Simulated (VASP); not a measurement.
# LiNbO3 (Cc) in VASP: single point with PBE

Aim: the single point of LiNbO3 with PBE.

All numbers are computed with VASP 6.6.1; they aren't measurements. Logs are shortened: lines on timing, memory, paths and dates and some standing lists are left out, and cuts for length are marked.

### Step 1. The cell of the first run

The typed cell holds 40 atoms: a = 5.550 Å, b = 11.101 Å, c = 11.101 Å, α = 55.75°, β = 55.75°, γ = 55.75°.

### Step 2. Single point, PBE

INCAR

```
SYSTEM = LiNbO3
PREC     = Accurate       ! precision mode
ENCUT    = 880            ! plane-wave cutoff, eV
EDIFF    = 1E-6           ! SCF threshold, eV
ISMEAR   = 0              ! smearing method
SIGMA    = 0.01           ! smearing width, eV
LREAL    = Auto         
LASPH    = .TRUE.         ! aspherical terms in the spheres
NELM     = 120            ! most SCF steps
ALGO     = Normal         ! electronic algorithm
ISIF     = 2              ! what is computed and relaxed
LWAVE    = .FALSE.        ! write WAVECAR
LCHARG   = .TRUE.         ! write CHGCAR
GGA      = PE             ! functional
LELF     = .TRUE.         ! ELF
LVHAR    = .TRUE.       
NBANDS   = 162            ! bands
GGA_COMPAT= .FALSE.      
ISYM     = -1
```

KPOINTS

```
explicit points
1
Reciprocal
  0.25000000   0.25000000   0.25000000 1
```

POSCAR

```
LiNbO3
1.0
    2.5949501400      1.4981951600      4.6722232500
   -5.1899002700      2.9963903200      9.3444465000
    0.0000000000     -5.9927806400      9.3444465000
Li Nb O
8 8 24
Direct
    0.7183927777      0.3591123703      0.3591771180
    0.2183927777      0.1091771180      0.1091123703
    0.7183927777      0.3591123703      0.8591771180
    0.2183927777      0.1091771180      0.6091123703
    0.7183927777      0.8591123703      0.3591771180
    0.2183927777      0.6091771180      0.1091123703
    0.7183927777      0.8591123703      0.8591771180
    0.2183927777      0.6091771180      0.6091123703
    0.9995011365      0.4999236378      0.4999463415
    0.4995011365      0.2499463415      0.2499236378
    0.9995011365      0.4999236378      0.9999463415
    0.4995011365      0.2499463415      0.7499236378
    0.9995011365      0.9999236378      0.4999463415
    0.4995011365      0.7499463415      0.2499236378
    0.9995011365      0.9999236378      0.9999463415
    0.4995011365      0.7499463415      0.7499236378
    0.2781285329      0.3212309634      0.4443346947
    0.6419945347      0.4446730060      0.1396076173
    0.8901680283      0.1394001481      0.3207791129
    0.3901680283      0.0707791129      0.3894001481
    0.7781285329      0.1943346947      0.0712309634
    0.1419945347      0.3896076173      0.1946730060
    0.2781285329      0.3212309634      0.9443346947
    0.6419945347      0.4446730060      0.6396076173
    0.8901680283      0.1394001481      0.8207791129
    0.3901680283      0.0707791129      0.8894001481
    0.7781285329      0.1943346947      0.5712309634
    0.1419945347      0.3896076173      0.6946730060
    0.2781285329      0.8212309634      0.4443346947
    0.6419945347      0.9446730060      0.1396076173
    0.8901680283      0.6394001481      0.3207791129
    0.3901680283      0.5707791129      0.3894001481
    0.7781285329      0.6943346947      0.0712309634
    0.1419945347      0.8896076173      0.1946730060
    0.2781285329      0.8212309634      0.9443346947
    0.6419945347      0.9446730060      0.6396076173
    0.8901680283      0.6394001481      0.8207791129
    0.3901680283      0.5707791129      0.8894001481
    0.7781285329      0.6943346947      0.5712309634
    0.1419945347      0.8896076173      0.6946730060
```

Potentials or basis: VASP PAW PBE potentials, release 64 (Li_sv, Nb_sv, O).

On the command line:

```bash
> cat potpaw_PBE.64/Li_sv/POTCAR potpaw_PBE.64/Nb_sv/POTCAR potpaw_PBE.64/O/POTCAR > POTCAR
> mpirun -np 1 vasp_std > vasp.out
```

OUTCAR:

```text
SYSTEM = LiNbO3
   PREC = Accurate
   ENCUT = 880
   EDIFF = 1E-6
   ISMEAR = 0
   LREAL = Auto
   LASPH = .TRUE.
   NELM = 120
   ISIF = 2
   GGA = PE
   ISYM = -1

 ion  position               nearest neighbor table
   1  0.718  0.359  0.359-  32 2.08  22 2.08  27 2.08  18 2.26  19 2.27  17 2.27
   2  0.218  0.109  0.109-  19 2.08  30 2.08  23 2.08  34 2.26  26 2.27  21 2.27
   3  0.718  0.359  0.859-  38 2.08  28 2.08  21 2.08  24 2.26  25 2.27  23 2.27
   4  0.218  0.109  0.609-  25 2.08  36 2.08  17 2.08  40 2.26  20 2.27  27 2.27
   5  0.718  0.859  0.359-  20 2.08  34 2.08  39 2.08  30 2.26  31 2.27  29 2.27
   6  0.218  0.609  0.109-  31 2.08  18 2.08  35 2.08  22 2.26  38 2.27  33 2.27
[... 8 lines left out ...]
  15  1.000  1.000  1.000-  30 1.89  25 1.89  35 1.89  21 2.15  34 2.16  26 2.16
  16  0.500  0.750  0.750-  40 1.89  38 1.89  39 1.89  35 2.15  36 2.16  37 2.16
  17  0.278  0.321  0.444-   9 1.89   4 2.08  10 2.15   1 2.27
[... 21 lines left out ...]
  39  0.778  0.694  0.571-  16 1.89   5 2.08   9 2.15   8 2.27
  40  0.142  0.890  0.695-  16 1.89   7 2.08  13 2.16   4 2.26

IMPORTANT INFORMATION: All symmetrisations will be switched off!
NOSYMM: (Re-)initialisation of all symmetry stuff for point group C_1.

----------------------------------------------------------------------------------------

                                     Primitive cell

  volume of cell :     435.9455

  direct lattice vectors                    reciprocal lattice vectors
     2.594950140  1.498195160  4.672223250     0.192681930  0.111244964  0.071343623
    -5.189900270  2.996390320  9.344446500    -0.096340965  0.055622482  0.035671811
     0.000000000 -5.992780640  9.344446500     0.000000000 -0.111244964  0.035671811

  length of vectors
     5.550497731 11.100995458 11.100995459     0.233648626  0.116824313  0.116824313

  position of ions in fractional coordinates (direct lattice)
     0.718392778  0.359112370  0.359177118
     0.218392778  0.109177118  0.109112370
     0.718392778  0.359112370  0.859177118
     0.218392778  0.109177118  0.609112370
     0.718392778  0.859112370  0.359177118
     0.218392778  0.609177118  0.109112370
[... 32 lines left out ...]
     0.778128533  0.694334695  0.571230963
     0.141994535  0.889607617  0.694673006

  ion indices of the primitive-cell ions
   primitive index   ion index
                 1           1
                 2           2
                 3           3
                 4           4
                 5           5
                 6           6
[... 32 lines left out ...]
                39          39
                40          40

----------------------------------------------------------------------------------------

 KPOINTS: explicit points
[... 35 lines left out ...]
   TEBEG  =    0.0;   TEEND  =   0.0 temperature during run
   PSTRESS=    0.0 pullay stress
   NELECT =     272.0000    total number of electrons
   NUPDOWN=      -1.0000    fix difference up-down
   EMIN   =  10.00;   EMAX   =-10.00  energy-range for DOS
   EFERMI =   0.00;   METHOD = LEGACY
   ISMEAR =     0;   SIGMA  =   0.01  broadening in eV -4-tet -1-fermi 0-gaus
   EFERMI_NEDOS =   21; number of points for ismear=-14 and -15
   IALGO  =     38    algorithm
   IMIX   =      4    mixing-type and parameters
     AMIX     =   0.40;   BMIX     =  1.00
     AMIX_MAG =   1.60;   BMIX_MAG =  1.00
  volume/ion in A,a.u.               =      10.90        73.55
  Fermi-wavevector in a.u.,A,eV,Ry     =   1.398901  2.643540 26.625577  1.956925
  Thomas-Fermi vector in A             =   2.522014
   LORBIT       =      0    0 simple, 1 ext, 2 COOP (PROOUT), +10 PAW based schemes
   GGA     = PE    functional components
   LHFCALC =     F    Hartree Fock is set to
   AEXX    =    0.0000 exact exchange contribution
   IVDW    =     0    specifies the selected vdW correction
   LEPSILON=     F    determine dielectric tensor
   LRPA    =     F    only Hartree local field effects (RPA)
 non-spin polarized calculation
 Gauss-broadening in eV      SIGMA  =   0.01
  energy-cutoff  :      880.00
  volume of cell :      435.95
 maximum number of plane-waves:     25864
 NGX is ok and might be reduce to    54
   NGX = 27   NGY = 53   NGZ = 53

 number of electron     272.0000026 magnetization

 Free energy of the ion-electron system (eV)
  ---------------------------------------------------
  ext. energy  EPLUGINS =         0.00000000
  ---------------------------------------------------
  free energy    TOTEN  =      -320.37095561 eV

  energy without entropy =     -320.37095561  energy(sigma->0) =     -320.37095561

 E-fermi :   3.4274     XC(G=0): -10.6661

 val. band max:        3.2589149817   @ k =   0.2500   0.2500   0.2500
 cond. band min:       6.9627844818   @ k =   0.2500   0.2500   0.2500
 fundamental gap:      3.7038695000
 Fermi energy:         3.4273915997

 k-point     1 :       0.2500    0.2500    0.2500
  band No.  band energies     occupation
      1     -50.9207      2.00000
      2     -50.9162      2.00000
      3     -50.9153      2.00000
      4     -50.9153      2.00000
      5     -50.9153      2.00000
      6     -50.9153      2.00000
[... 140 lines left out ...]
    147       7.8478      0.00000
    148       7.8478      0.00000
 [bands above 148 left out]

------------------------ aborting loop because EDIFF is reached ----------------------------------------

  FORCE on cell =-STRESS in cart. coord.  units (eV):
  Direction    XX          YY          ZZ          XY          YZ          ZX
  --------------------------------------------------------------------------------------
  -------------------------------------------------------------------------------------
  Total       -0.8828426     -0.9202491     -0.9917009      0.0334405     -0.1327723     -0.2313193
  in kB       -3.2446036     -3.3820791     -3.6446770      0.1228996     -0.4879618     -0.8501396
  external PRESSURE =      -3.4237866 kB  Pullay stress =       0.0000000 kB

 VOLUME and BASIS-vectors are now :
 -----------------------------------------------------------------------------
  energy-cutoff  :      880.00
  volume of cell :      435.95
      direct lattice vectors                 reciprocal lattice vectors
     2.594950140  1.498195160  4.672223250     0.192681930  0.111244964  0.071343623
    -5.189900270  2.996390320  9.344446500    -0.096340965  0.055622482  0.035671811
     0.000000000 -5.992780640  9.344446500     0.000000000 -0.111244964  0.035671811

 POSITION                                       TOTAL-FORCE (eV/Angst)
 -----------------------------------------------------------------------------------
      0.00044     -0.00014     10.06851        -0.001737      0.003099      0.001204
      0.00010      0.00045      3.06017         0.001824     -0.003059      0.001269
      0.00044     -2.99653     14.74073        -0.001751      0.003122      0.001179
      0.00010     -2.99594      7.73240         0.001819     -0.003069      0.001193
     -2.59451      1.49806     14.74073        -0.001740      0.003127      0.001201
     -2.59485      1.49864      7.73240         0.001810     -0.003060      0.001203
[... 32 lines left out ...]
     -1.58432     -0.17698     15.46160         0.011406     -0.005760     -0.013059
     -4.24851     -1.28468     15.46766         0.010277      0.015250     -0.017124
 -----------------------------------------------------------------------------------
    total drift:                                0.024168      0.013874     -0.037042

  FREE ENERGIE OF THE ION-ELECTRON SYSTEM (eV)
  ---------------------------------------------------
  free  energy   TOTEN  =      -320.3709556083 eV

  energy  without entropy=     -320.3709556083  energy(sigma->0) =     -320.37095561
```

It took 8.9 min on 1 thread of Intel Xeon Platinum 8488C (Sapphire Rapids), shared host; peak memory 1.1 GiB.

Results:

| Property | Result |
| --- | --- |
| Free energy | -320.3710 eV |
| Pressure | -0.3 GPa |
| Largest force | 0.046 eV/Å |
| Band gap on the k mesh | 3.70 eV |

Forces in eV/Å, atoms in the order of the input:
```
Li  -0.002  0.003  0.001
Li   0.002 -0.003  0.001
Li  -0.002  0.003  0.001
Li   0.002 -0.003  0.001
Li  -0.002  0.003  0.001
Li   0.002 -0.003  0.001
Li  -0.002  0.003  0.001
Li   0.002 -0.003  0.001
Nb  -0.016  0.005  0.043
Nb  -0.004 -0.017  0.043
Nb  -0.016  0.005  0.043
Nb  -0.004 -0.017  0.043
Nb  -0.016  0.005  0.043
Nb  -0.004 -0.017  0.043
Nb  -0.016  0.005  0.043
Nb  -0.004 -0.017  0.043
O    0.001  0.013 -0.013
O    0.018  0.001 -0.017
O   -0.007 -0.011 -0.014
O   -0.013 -0.001 -0.014
O    0.011 -0.006 -0.013
O    0.010  0.015 -0.017
O    0.001  0.013 -0.013
O    0.018  0.001 -0.017
O   -0.007 -0.011 -0.014
O   -0.013 -0.001 -0.014
O    0.011 -0.006 -0.013
O    0.010  0.015 -0.017
O    0.001  0.013 -0.013
O    0.018  0.001 -0.017
O   -0.007 -0.011 -0.014
O   -0.013 -0.001 -0.014
O    0.011 -0.006 -0.013
O    0.010  0.015 -0.017
O    0.001  0.013 -0.013
O    0.018  0.001 -0.017
O   -0.007 -0.011 -0.014
O   -0.013 -0.001 -0.014
O    0.011 -0.006 -0.013
O    0.010  0.015 -0.017
```

Caveat: a shifted mesh leaves out Γ, where band edges can lie.
